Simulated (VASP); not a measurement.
# OsRuC4N4 (P-43m) in VASP: notebook, part 2 of 2

VASP 6.6.1. Earlier steps stand in the parts before.

### Step 4. Single point, PBE, collinear spin, antiferromagnetic start

This run uses another cell than the first one, of 19.84 Å³/atom.

The input, INCAR:

```
SYSTEM = OsRuC4N4
PREC = Accurate
ENCUT = 520
EDIFF = 1E-6
ISMEAR = 0
SIGMA = 0.1
LREAL = .FALSE.
LASPH = .TRUE.
NELM = 150
ALGO = Normal
ISIF = 2
LWAVE = .FALSE.
LCHARG = .TRUE.
ISPIN = 2
MAGMOM = -1 1 0 0 0 0 0 0 0 0
LORBIT = 11
LMAXMIX = 4
GGA = PE
LELF = .TRUE.
LVHAR = .TRUE.
NBANDS = 44
```

The input, KPOINTS:

```
regular mesh
0
G
  4 4 4
  0 0 0
```

The input, POSCAR:

```
OsRuC4N4
1.0
    5.8323924200      0.0000000000      0.0000000000
    0.0000000000      5.8323924200      0.0000000000
    0.0000000000      0.0000000000      5.8323924200
Ru Os C N
1 1 4 4
Direct
    0.5000000000      0.5000000000      0.5000000000
    0.0000000000      0.0000000000      0.0000000000
    0.1876856100      0.1876856100      0.1876856100
    0.1876856100      0.8123143900      0.8123143900
    0.8123143900      0.1876856100      0.8123143900
    0.8123143900      0.8123143900      0.1876856100
    0.3035042600      0.3035042600      0.3035042600
    0.3035042600      0.6964957400      0.6964957400
    0.6964957400      0.3035042600      0.6964957400
    0.6964957400      0.6964957400      0.3035042600
```

Potentials or basis: VASP PAW PBE potentials, release 64 (Ru_pv, Os, C, N).

Run with:

```
$ cat potpaw_PBE.64/Ru_pv/POTCAR potpaw_PBE.64/Os/POTCAR potpaw_PBE.64/C/POTCAR potpaw_PBE.64/N/POTCAR > POTCAR
$ mpirun -np 1 vasp_std > vasp.out
```

OUTCAR:

```text
SYSTEM = OsRuC4N4
   PREC = Accurate
   ENCUT = 520
   EDIFF = 1E-6
   ISMEAR = 0
   LREAL = .FALSE.
   LASPH = .TRUE.
   NELM = 150
   ISIF = 2
   ISPIN = 2
   LORBIT = 11
   GGA = PE

 ion  position               nearest neighbor table
   1  0.500  0.500  0.500-   7 1.98   8 1.98   9 1.98  10 1.98
   2  0.000  0.000  0.000-   3 1.90   4 1.90   5 1.90   6 1.90
   3  0.188  0.188  0.188-   7 1.17   2 1.90
   4  0.188  0.812  0.812-   8 1.17   2 1.90
   5  0.812  0.188  0.812-   9 1.17   2 1.90
   6  0.812  0.812  0.188-  10 1.17   2 1.90
   7  0.304  0.304  0.304-   3 1.17   1 1.98
   8  0.304  0.696  0.696-   4 1.17   1 1.98
   9  0.696  0.304  0.696-   5 1.17   1 1.98
  10  0.696  0.696  0.304-   6 1.17   1 1.98

  LATTYP: Found a simple cubic cell.
 ALAT       =     5.8323924200

  Lattice vectors:

 A1 = (   5.8323924200,   0.0000000000,   0.0000000000)
 A2 = (   0.0000000000,   5.8323924200,   0.0000000000)
 A3 = (   0.0000000000,   0.0000000000,   5.8323924200)

Analysis of symmetry for initial positions (statically):
=====================================================================
 Subroutine PRICEL returns:
 Original cell was already a primitive cell.

 Routine SETGRP: Setting up the symmetry group for a
 simple cubic supercell.

 Subroutine GETGRP returns: Found 24 space group operations
 (whereof 24 operations were pure point group operations)
 out of a pool of 48 trial point group operations.

The static configuration has the point symmetry T_d .

Analysis of symmetry for dynamics (positions and initial velocities):
=====================================================================
 Subroutine PRICEL returns:
 Original cell was already a primitive cell.

 Routine SETGRP: Setting up the symmetry group for a
 simple cubic supercell.

[... 623 lines left out ...]
      2     -43.2728      1.00000
      3     -43.2728      1.00000
      4     -18.3287      1.00000
      5     -18.1988      1.00000
      6     -18.1988      1.00000
[... 429 lines left out ...]
     40       6.3378      0.00000
     41       6.3378      0.00000
 [bands above 41 left out]

------------------------ aborting loop because EDIFF is reached ----------------------------------------

  FORCE on cell =-STRESS in cart. coord.  units (eV):
  Direction    XX          YY          ZZ          XY          YZ          ZX
  --------------------------------------------------------------------------------------
  -------------------------------------------------------------------------------------
  Total        3.2317001      3.2317001      3.2317001      0.0000000      0.0000000      0.0000000
  in kB       26.0976513     26.0976513     26.0976513      0.0000000      0.0000000      0.0000000
  external PRESSURE =      26.0976513 kB  Pullay stress =       0.0000000 kB

 VOLUME and BASIS-vectors are now :
 -----------------------------------------------------------------------------
  energy-cutoff  :      520.00
  volume of cell :      198.40
      direct lattice vectors                 reciprocal lattice vectors
     5.832392420  0.000000000  0.000000000     0.171456227  0.000000000  0.000000000
     0.000000000  5.832392420  0.000000000     0.000000000  0.171456227  0.000000000
     0.000000000  0.000000000  5.832392420     0.000000000  0.000000000  0.171456227

 POSITION                                       TOTAL-FORCE (eV/Angst)
 -----------------------------------------------------------------------------------
      2.91620      2.91620      2.91620         0.000000     -0.000000     -0.000000
      0.00000      0.00000      0.00000         0.000000     -0.000000      0.000000
      1.09466      1.09466      1.09466        -1.543924     -1.543924     -1.543924
      1.09466      4.73774      4.73774        -1.543924      1.543924      1.543924
      4.73774      1.09466      4.73774         1.543924     -1.543924      1.543924
      4.73774      4.73774      1.09466         1.543924      1.543924     -1.543924
      1.77016      1.77016      1.77016         2.613567      2.613567      2.613567
      1.77016      4.06224      4.06224         2.613567     -2.613567     -2.613567
      4.06224      1.77016      4.06224        -2.613567      2.613567     -2.613567
      4.06224      4.06224      1.77016        -2.613567     -2.613567      2.613567
 -----------------------------------------------------------------------------------
    total drift:                               -0.000000     -0.000000      0.000000

  FREE ENERGIE OF THE ION-ELECTRON SYSTEM (eV)
  ---------------------------------------------------
  free  energy   TOTEN  =       -83.4648263276 eV

  energy  without entropy=      -83.4466932289  energy(sigma->0) =      -83.45575978

 total charge

# of ion       s       p       d       tot
------------------------------------------
    1        0.308   6.299   5.812  12.419
    2        0.756   0.917   6.263   7.936
    3        0.945   1.691   0.000   2.636
    4        0.945   1.691   0.000   2.636
    5        0.945   1.691   0.000   2.636
    6        0.945   1.691   0.000   2.636
    7        1.291   2.596   0.000   3.887
    8        1.291   2.596   0.000   3.887
    9        1.291   2.596   0.000   3.887
   10        1.291   2.596   0.000   3.887
--------------------------------------------------
tot         10.009  24.366  12.075  46.450

 magnetization (x)

# of ion       s       p       d       tot
------------------------------------------
    1       -0.000  -0.004  -0.095  -0.100
    2        0.000   0.007   0.013   0.021
    3       -0.000  -0.002   0.000  -0.002
    4       -0.000  -0.002   0.000  -0.002
    5       -0.000  -0.002   0.000  -0.002
    6       -0.000  -0.002   0.000  -0.002
    7       -0.001   0.002   0.000   0.001
    8       -0.001   0.002   0.000   0.001
    9       -0.001   0.002   0.000   0.001
   10       -0.001   0.002   0.000   0.001
--------------------------------------------------
tot         -0.004   0.004  -0.082  -0.082
```

OSZICAR:

```text
N       E                     dE             d eps       ncg     rms          rms(c)
DAV:   1     0.361870635870E+03    0.36187E+03   -0.29041E+04  1992   0.116E+03
DAV:   2    -0.589744806331E+02   -0.42085E+03   -0.40193E+03  2116   0.310E+02
[... 12 lines left out ...]
DAV:  15    -0.834649495929E+02    0.40796E-03   -0.73165E-04  2316   0.951E-02    0.265E-01
DAV:  16    -0.834648806099E+02    0.68983E-04   -0.98787E-05  2224   0.322E-02    0.182E-01
DAV:  17    -0.834648426802E+02    0.37930E-04   -0.57126E-05  1996   0.226E-02    0.938E-02
DAV:  18    -0.834648285487E+02    0.14131E-04   -0.24673E-05  2208   0.164E-02    0.566E-02
DAV:  19    -0.834648258648E+02    0.26840E-05   -0.11032E-05  1488   0.979E-03    0.324E-02
DAV:  20    -0.834648263276E+02   -0.46280E-06   -0.30666E-06  1136   0.504E-03
   1 F= -.83464826E+02 E0= -.83455760E+02  d E =-.181331E-01  mag=    -0.0857
```

Run time: 4.1 min. Hardware: 1 thread of Intel Xeon Platinum 8259CL at 2.50GHz (Skylake/Cascade Lake), shared host; peak memory 0.48 GiB.

Results:

| Item | Value |
| --- | --- |
| Free energy | -83.4648 eV |
| Pressure | 2.6 GPa |
| Largest force | 4.527 eV/Å |
| Net moment | -0.08 μB per cell |
| Site moments | Ru -0.10; Os +0.02; C -0.00; N +0.00 μB |
| Valence electrons inside the program's atomic spheres | Ru 12.42; Os 7.94; C 2.64; N 3.89 |

Forces on the atoms (eV/Å):
```
Ru   0.000  0.000  0.000
Os   0.000  0.000  0.000
C   -1.544 -1.544 -1.544
C   -1.544  1.544  1.544
C    1.544 -1.544  1.544
C    1.544  1.544 -1.544
N    2.614  2.614  2.614
N    2.614 -2.614 -2.614
N   -2.614  2.614 -2.614
N   -2.614 -2.614  2.614
```

Caveat: spin-orbit coupling is left out, which moves the levels of the heavy elements; forces of over 1 eV/Å act on the atoms, so gaps and moduli don't describe the material at rest.

### Step 5. The runs side by side

| spin | cell | k mesh | gap on the mesh (eV) | pressure (GPa) | moment (μB) | largest force (eV/Å) |
| --- | --- | --- | --- | --- | --- | --- |
| off | a = 5.772 Å, 10 atoms, atomic positions A | 8 × 8 × 8 | none | 0.4 | - | 0.21 |
| collinear, antiferromagnetic start | a = 5.774 Å, 10 atoms, atomic positions A | 4 × 4 × 4 | none | 0.3 | 0.00 | 0.23 |
| collinear, antiferromagnetic start | a = 5.832 Å, 10 atoms, atomic positions B | 4 × 4 × 4 | none | 2.6 | 0.08 | 4.53 |

Alike in all rows: task single point; level PBE; potentials or basis VASP PAW PBE potentials, release 64 (Ru_pv, Os, C, N); cutoff (eV) 520; smearing gaussian 0.1 eV.

Caveats: spin-orbit coupling is left out, which moves the levels of the heavy elements; forces of over 1 eV/Å act on the atoms, so gaps and moduli don't describe the material at rest (at least some runs).

Absolute energies hang on the potentials; compare differences alone.
